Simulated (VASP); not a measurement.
Input of a VASP 6.6.1 run:

POSCAR

```
AlN
1.0
    3.0332270978      0.0000000000      0.0000000000
   -1.5166135489      2.6268517221      0.0000000000
    0.0000000000      0.0000000000      4.8535500000
Al N
2 2
Direct
    0.3333333333      0.6666666667      0.0000000000
    0.6666666667      0.3333333333      0.5000000000
    0.3333333333      0.6666666667      0.3850000000
    0.6666666667      0.3333333333      0.8850000000
```

INCAR.step1

```
SYSTEM = AlN
ALGO = Normal
EDIFF = 1E-4
ENCUT = 520
GGA = PE
ISMEAR = 0
LASPH = .True.
LCHARG = .False.
LREAL = .False.
LWAVE = .True.
NBANDS = 16
NELM = 100
PREC = Accurate
SIGMA = 0.05
```

INCAR.step2

```
SYSTEM = AlN
ALGO = Normal
EDIFF = 1E-7
ENCUT = 520
ISIF = 2
ISMEAR = 0
ISTART = 1
LASPH = .True.
LCHARG = .True.
LELF = .True.
LMIXTAU = .True.
LREAL = .False.
LVHAR = .True.
LWAVE = .False.
METAGGA = R2SCAN
NBANDS = 16
NELM = 100
PREC = Accurate
SIGMA = 0.05
```

KPOINTS

```
k-points
0
Gamma
  12 12 6
  0 0 0
```

Potentials or basis: VASP PAW PBE potentials, release 64 (Al, N).

Launch:

```sh
$ cat potpaw_PBE.64/Al/POTCAR potpaw_PBE.64/N/POTCAR > POTCAR
$ cp INCAR.step1 INCAR
$ mpirun -np 1 vasp_std > vasp.out
$ cp INCAR.step2 INCAR
$ mpirun -np 1 vasp_std > vasp.out
```

Predict the pressure.

17.4 GPa.

What does it give for the largest force?

0.197 eV/Å.

What does it give for the band gap on the k mesh?

5.56 eV.

Stress tensor (GPa, compression positive):
```
18.72  0.00  0.00
 0.00 18.72  0.00
 0.00  0.00 14.83
```

Caveat: the cell differs from its parent crystal (strain -0.025 along x and y, -0.025 along z); the cell stands under pressure; the PAW data sets were made with another functional, which shifts forces and pressure a little. A k mesh can miss the band edges.
